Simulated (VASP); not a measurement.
Al3Sb2P: single point with PBE

The system is Al3Sb2P.

```
Al Sb P
1.0
     5.30262    0.00000    0.00000
    -2.65131    4.59220    0.00000
     0.00000    0.00000    5.66441
Al Sb P
3 2 1
Direct
  0.50000 0.00000 0.81705
  0.00000 0.50000 0.81705
  0.50000 0.50000 0.81705
  0.33333 0.66667 0.31558
  0.66667 0.33333 0.31558
  0.00000 0.00000 0.81627
```

```json
{
  "Program": "VASP 6.6.1",
  "Task": "single point",
  "Functional": "PBE",
  "Potentials or basis": "VASP PAW PBE potentials, release 64 (Al, Sb, P)",
  "Cutoff": "520 eV",
  "k mesh": "6 × 6 × 4",
  "Occupations": "gaussian, width 0.1 eV",
  "Spin": "no spin polarisation",
  "Dipole correction": "no",
  "Further INCAR settings": "ALGO = Normal; EDIFF = 1e-07; NBANDS = 21"
}
```

```json
{
  "Pressure": "0.1 GPa",
  "Largest force": "0.019 eV/Å",
  "Band gap on the k mesh": "zero (band 12 reaches 7.52 eV, above the bottom of band 13 at 6.20 eV)"
}
```

Forces on the atoms (eV/Å):
```
Al   0.000  0.000 -0.011
Al   0.000  0.000 -0.011
Al   0.000  0.000 -0.011
Sb   0.000  0.000  0.019
Sb   0.000  0.000  0.019
P    0.000  0.000 -0.005
```

Stress tensor (GPa, compression positive):
```
 0.17  0.00  0.00
 0.00  0.17  0.00
 0.00  0.00 -0.01
```

Levels at points of the mesh, in eV from the Fermi level:
| k point | band 10 | band 11 | band 12 | band 13 | band 14 | band 15 |
| --- | --- | --- | --- | --- | --- | --- |
| (0.00, 0.00, 0.00) | -2.28 | -0.60 | -0.28 | -0.28 | 0.00 | 1.15 |
| (0.50, 0.00, 0.00) | -1.93 | -0.91 | -0.33 | 1.20 | 1.40 | 1.69 |
| (0.00, 0.00, 0.50) | -2.09 | -2.09 | -1.80 | -0.32 | 0.25 | 0.25 |
| (0.50, 0.00, 0.50) | -0.02 | 0.88 | 1.00 | 1.21 | 1.50 | 1.63 |

It took 32 s on 1 thread of Intel(R) Xeon(R) 6975P-C (Granite Rapids) (shared host), peak memory 0.25 GiB.

Caveat: spin-orbit coupling is left out, which moves the levels of the heavy elements.
